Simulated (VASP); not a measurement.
# AsSe3 in VASP: notebook, part 2 of 2

VASP 6.6.1.

## 3. Single point, PBE

Input file INCAR:

```
SYSTEM = AsSe3
PREC = Accurate ; ENCUT = 500
EDIFF = 1E-6 ; ISMEAR = 0
SIGMA = 0.2 ; LREAL = .False.
LASPH = .True. ; NELM = 120
ALGO = Normal ; ISIF = 2
LWAVE = .False. ; LCHARG = .False.
GGA = PE ; NBANDS = 20
GGA_COMPAT = .False.
```

Input file KPOINTS:

```
regular mesh
0
Gamma
  5 5 5
  0 0 0
```

Input file POSCAR:

```
AsSe3
1.0
   -2.8160465329      2.8160465329      2.8160465329
    2.8160465329     -2.8160465329      2.8160465329
    2.8160465329      2.8160465329     -2.8160465329
As Se
1 3
Direct
    0.0000000000      0.0000000000      0.0000000000
    0.0000000000      0.5000000000      0.5000000000
    0.5000000000      0.0000000000      0.5000000000
    0.5000000000      0.5000000000      0.0000000000
```

Potentials or basis: VASP PAW PBE potentials, release 64 (As, Se).

Command:

```
$ cat potpaw_PBE.64/As/POTCAR potpaw_PBE.64/Se/POTCAR > POTCAR
$ mpirun -np 1 vasp_std > vasp.out
```

OUTCAR:

```text
SYSTEM = AsSe3
   PREC = Accurate
   ENCUT = 500
   EDIFF = 1E-6
   ISMEAR = 0
   LREAL = .False.
   LASPH = .True.
   NELM = 120
   ISIF = 2
   GGA = PE

 ion  position               nearest neighbor table
   1  0.000  0.000  0.000-   2 2.82   3 2.82   4 2.82   2 2.82   3 2.82   4 2.82
   2  0.000  0.500  0.500-   1 2.82   1 2.82
   3  0.500  0.000  0.500-   1 2.82   1 2.82
   4  0.500  0.500  0.000-   1 2.82   1 2.82

  LATTYP: Found a body centered cubic cell.
 ALAT       =     5.6320930658

  Lattice vectors:

 A1 = (  -2.8160465329,   2.8160465329,   2.8160465329)
 A2 = (   2.8160465329,  -2.8160465329,   2.8160465329)
 A3 = (   2.8160465329,   2.8160465329,  -2.8160465329)

Analysis of symmetry for initial positions (statically):
=====================================================================
 Subroutine PRICEL returns:
 Original cell was already a primitive cell.

 Routine SETGRP: Setting up the symmetry group for a
 body centered cubic supercell.

 Subroutine GETGRP returns: Found 48 space group operations
 (whereof 48 operations were pure point group operations)
 out of a pool of 48 trial point group operations.

The static configuration has the point symmetry O_h .

Analysis of symmetry for dynamics (positions and initial velocities):
=====================================================================
 Subroutine PRICEL returns:
 Original cell was already a primitive cell.

 Routine SETGRP: Setting up the symmetry group for a
 body centered cubic supercell.

 Subroutine GETGRP returns: Found 48 space group operations
 (whereof 48 operations were pure point group operations)
 out of a pool of 48 trial point group operations.

The dynamic configuration has the point symmetry O_h .

 Subroutine INISYM returns: Found 48 space group operations
 (whereof 48 operations are pure point group operations),
 and found     1 'primitive' translations

----------------------------------------------------------------------------------------

                                     Primitive cell

  volume of cell :      89.3263

  direct lattice vectors                    reciprocal lattice vectors
    -2.816046533  2.816046533  2.816046533     0.000000000  0.177553884  0.177553884
     2.816046533 -2.816046533  2.816046533     0.177553884  0.000000000  0.177553884
     2.816046533  2.816046533 -2.816046533     0.177553884  0.177553884  0.000000000

  length of vectors
     4.877535671  4.877535671  4.877535671     0.251099111  0.251099111  0.251099111

  position of ions in fractional coordinates (direct lattice)
     0.000000000  0.000000000  0.000000000
     0.000000000  0.500000000  0.500000000
     0.500000000  0.000000000  0.500000000
     0.500000000  0.500000000  0.000000000

  ion indices of the primitive-cell ions
   primitive index   ion index
                 1           1
                 2           2
                 3           3
                 4           4

----------------------------------------------------------------------------------------

 KPOINTS: regular mesh

Automatic generation of k-mesh.
 Grid dimensions read from file:
 generate k-points for:    5    5    5

 Generating k-lattice:

  Cartesian coordinates                     Fractional coordinates (reciprocal lattice)
     0.000000000  0.035510777  0.035510777     0.200000000  0.000000000  0.000000000
     0.035510777  0.000000000  0.035510777     0.000000000  0.200000000  0.000000000
     0.035510777  0.035510777  0.000000000     0.000000000  0.000000000  0.200000000

  Length of vectors
     0.050219822  0.050219822  0.050219822

  Shift w.r.t. Gamma in fractional coordinates (k-lattice)
     0.000000000  0.000000000  0.000000000

 Subroutine IBZKPT returns following result:
 ===========================================

 Found     10 irreducible k-points:

 Following reciprocal coordinates:
            Coordinates               Weight
  0.000000  0.000000  0.000000      1.000000
  0.200000  0.000000  0.000000     12.000000
  0.400000  0.000000  0.000000     12.000000
  0.200000  0.200000  0.000000     24.000000
  0.400000  0.200000  0.000000     24.000000
  0.200000  0.200000  0.200000      8.000000
 -0.200000  0.200000  0.200000      6.000000
 -0.400000  0.400000  0.200000     24.000000
 -0.400000 -0.400000  0.200000      8.000000
 -0.400000  0.400000  0.400000      6.000000
   k-points           NKPTS =     10   k-points in BZ     NKDIM =     10   number of bands    NBANDS=     20
   number of dos      NEDOS =    301   number of ions     NIONS =      4
   total plane-waves  NPLWV =  46656
   dimension x,y,z NGX =    36 NGY =   36 NGZ =   36
   dimension x,y,z NGXF=    72 NGYF=   72 NGZF=   72
   ions per type =               1   3
   NGX,Y,Z   is equivalent  to a cutoff of  12.27, 12.27, 12.27 a.u.
   NGXF,Y,Z  is equivalent  to a cutoff of  24.54, 24.54, 24.54 a.u.
 SYSTEM =  AsSe3
   PREC   = accura    normal or accurate (medium, high low for compatibility)
   ISTART =      0    job   : 0-new  1-cont  2-samecut
   ICHARG =      2    charge: 1-file 2-atom 10-const
   ISPIN  =      1    spin polarized calculation?
   LNONCOLLINEAR =      F non collinear calculations
   LSORBIT =      F    spin-orbit coupling
   LASPH  =      T    aspherical Exc in radial PAW
   ENCUT  =  500.0 eV  36.75 Ry    6.06 a.u.   8.89  8.89  8.89*2*pi/ulx,y,z
   NELM   =    120;   NELMIN=  2; NELMDL= -5     # of ELM steps
   EDIFF  = 0.1E-05   stopping-criterion for ELM
   LREAL  =      F    real-space projection
   EDIFFG = 0.1E-04   stopping-criterion for IOM
   NSW    =      0    number of steps for IOM
   IBRION =     -1    ionic relax: 0-MD 1-quasi-New 2-CG
   NFREE  =      0    steps in history (QN), initial steepest desc. (CG)
   ISIF   =      2    stress and relaxation
   ISYM   =      2    0-nonsym 1-usesym 2-fastsym
   POTIM  = 0.5000    time-step for ionic-motion
   TEBEG  =    0.0;   TEEND  =   0.0 temperature during run
   PSTRESS=    0.0 pullay stress
   NELECT =      23.0000    total number of electrons
   NUPDOWN=      -1.0000    fix difference up-down
   EMIN   =  10.00;   EMAX   =-10.00  energy-range for DOS
   EFERMI =   0.00;   METHOD = LEGACY
   ISMEAR =     0;   SIGMA  =   0.20  broadening in eV -4-tet -1-fermi 0-gaus
   EFERMI_NEDOS =   21; number of points for ismear=-14 and -15
   IALGO  =     38    algorithm
   IMIX   =      4    mixing-type and parameters
     AMIX     =   0.40;   BMIX     =  1.00
     AMIX_MAG =   1.60;   BMIX_MAG =  1.00
  volume/ion in A,a.u.               =      22.33       150.70
  Fermi-wavevector in a.u.,A,eV,Ry     =   1.041496  1.968142 14.758430  1.084714
  Thomas-Fermi vector in A             =   2.176119
   LORBIT       =      0    0 simple, 1 ext, 2 COOP (PROOUT), +10 PAW based schemes
   GGA     = PE    functional components
   LHFCALC =     F    Hartree Fock is set to
   AEXX    =    0.0000 exact exchange contribution
   IVDW    =     0    specifies the selected vdW correction
   LEPSILON=     F    determine dielectric tensor
   LRPA    =     F    only Hartree local field effects (RPA)
 non-spin polarized calculation
 Gauss-broadening in eV      SIGMA  =   0.20
  energy-cutoff  :      500.00
  volume of cell :       89.33
 maximum number of plane-waves:      2298
   NGX = 17   NGY = 17   NGZ = 17

 number of electron      23.0000001 magnetization

 Free energy of the ion-electron system (eV)
  ---------------------------------------------------
  ext. energy  EPLUGINS =         0.00000000
  ---------------------------------------------------
  free energy    TOTEN  =       -14.71421176 eV

  energy without entropy =      -14.65724064  energy(sigma->0) =      -14.68572620

 E-fermi :   5.1487     XC(G=0):  -9.9515

 val. band max:        5.0634877705   @ k =   0.2000   0.2000   0.2000
 cond. band min:       5.2955545946   @ k =  -0.4000   0.4000   0.2000
 fundamental gap:      0.2320668242
 Fermi energy:         5.1486934984

 k-point     1 :       0.0000    0.0000    0.0000
  band No.  band energies     occupation
      1     -10.9562      2.00000
      2      -7.0556      2.00000
      3      -7.0556      2.00000
      4      -4.6898      2.00000
      5      -0.2289      2.00000
      6      -0.2289      2.00000
[... 12 lines left out ...]
     19       9.8753      0.00000
[... 191 lines left out ...]
      4      -3.9589      2.00000
      5      -1.8806      2.00000
      6      -1.8806      2.00000
[... 12 lines left out ...]
     19      11.2800      0.00000
     20      14.5763      0.00000

------------------------ aborting loop because EDIFF is reached ----------------------------------------

  FORCE on cell =-STRESS in cart. coord.  units (eV):
  Direction    XX          YY          ZZ          XY          YZ          ZX
  --------------------------------------------------------------------------------------
  -------------------------------------------------------------------------------------
  Total       -0.1509681     -0.1509681     -0.1509681      0.0000000      0.0000000      0.0000000
  in kB       -2.7077988     -2.7077988     -2.7077988      0.0000000      0.0000000      0.0000000
  external PRESSURE =      -2.7077988 kB  Pullay stress =       0.0000000 kB

 VOLUME and BASIS-vectors are now :
 -----------------------------------------------------------------------------
  energy-cutoff  :      500.00
  volume of cell :       89.33
      direct lattice vectors                 reciprocal lattice vectors
    -2.816046533  2.816046533  2.816046533     0.000000000  0.177553884  0.177553884
     2.816046533 -2.816046533  2.816046533     0.177553884  0.000000000  0.177553884
     2.816046533  2.816046533 -2.816046533     0.177553884  0.177553884  0.000000000

 POSITION                                       TOTAL-FORCE (eV/Angst)
 -----------------------------------------------------------------------------------
      0.00000      0.00000      0.00000         0.000000     -0.000000     -0.000000
      2.81605      0.00000      0.00000        -0.000000     -0.000000      0.000000
      0.00000      2.81605      0.00000         0.000000      0.000000     -0.000000
      0.00000      0.00000      2.81605        -0.000000     -0.000000      0.000000
 -----------------------------------------------------------------------------------
    total drift:                                0.000000      0.000000     -0.000000

  FREE ENERGIE OF THE ION-ELECTRON SYSTEM (eV)
  ---------------------------------------------------
  free  energy   TOTEN  =       -14.7142117591 eV

  energy  without entropy=      -14.6572406392  energy(sigma->0) =      -14.68572620
```

Wall time 23 s (1 thread of Intel Xeon Platinum 8488C (Sapphire Rapids), shared host); peak memory 0.2 GiB.

Results:

```
Free energy            : -14.7142 eV
Pressure               : -0.3 GPa
Band gap on the k mesh : zero (an odd number of electrons rules out a gap without spin polarisation)
```

## 4. Single point, PBE

Input file INCAR:

```
PREC = Accurate ; ENCUT = 500
EDIFF = 1E-6 ; ISMEAR = 0
SIGMA = 0.2 ; LREAL = F
LASPH = T ; NELM = 120
ALGO = Normal ; ISIF = 2
LWAVE = F ; LCHARG = F
GGA = PE ; NBANDS = 20
GGA_COMPAT = F
```

Input file KPOINTS:

```
Automatic mesh
0
Gamma
  4 4 4
```

Input file POSCAR:

```
AsSe3
1.0
    3.9269912341      2.2672494471      1.6748244894
   -3.9269912341      2.2672494471      1.6748244894
    0.0000000000     -4.5344988912      1.6748244935
As Se
1 3
Direct
    0.0000000000      0.0000000000      0.0000000000
    0.0000000000      0.5000000000      0.5000000000
    0.5000000000      0.5000000000      0.0000000000
    0.5000000000      0.0000000000      0.5000000000
```

Command:

```
$ cat potpaw_PBE.64/As/POTCAR potpaw_PBE.64/Se/POTCAR > POTCAR
$ mpirun -np 1 vasp_std > vasp.out
```

Run time: 26 s. Hardware: 1 thread of Intel Xeon Platinum 8488C (Sapphire Rapids), shared host; peak memory 0.2 GiB.

Results (log left out):

```
Free energy            : -14.4746 eV
Pressure               : 0.3 GPa
Band gap on the k mesh : zero (an odd number of electrons rules out a gap without spin polarisation)
```

Stress tensor (GPa, compression positive):
```
 0.44  0.00  0.00
 0.00  0.44  0.00
 0.00  0.00 -0.06
```

Levels at points of the mesh, in eV from the Fermi level:
```tsv
k point	band 9	band 10	band 11	band 12	band 13	band 14	band 15	band 16
(0.00, 0.00, 0.00)	-4.50	-4.50	1.63	1.63	1.84	2.76	2.76	2.76
(0.50, 0.00, 0.00)	-2.55	-2.50	-1.45	-0.77	-0.29	-0.06	2.45	3.75
(0.50, 0.50, 0.00)	-2.73	-2.67	-1.26	-0.56	-0.13	0.12	2.50	3.81
(0.50, 0.50, 0.50)	-2.97	-2.97	2.58	2.68	2.68	4.04	4.04	4.22
```

Caveat: the k points lie up to 0.39 Å⁻¹ apart, too coarse for converged energies and pressures of a metal.

## 5. Overview

```csv
cell,k mesh,smearing,gap on the mesh (eV),pressure (GPa)
"a = 4.878 Å, angles 109.5°, 4 atoms",4 × 4 × 4,gaussian 0.1 eV,none,0.4
"a = 4.878 Å, angles 109.5°, 4 atoms",5 × 5 × 5,gaussian 0.2 eV,none,-0.3
"a = 4.834 Å, angles 108.7°, 4 atoms",4 × 4 × 4,gaussian 0.2 eV,none,0.3
```

Alike in all rows: task single point; level PBE; potentials or basis VASP PAW PBE potentials, release 64 (As, Se); no spin polarisation; cutoff (eV) 500.

Caveats: some runs use coarse meshes.

Total energies depend on the potentials used, so only differences within one code and one set of settings carry meaning.
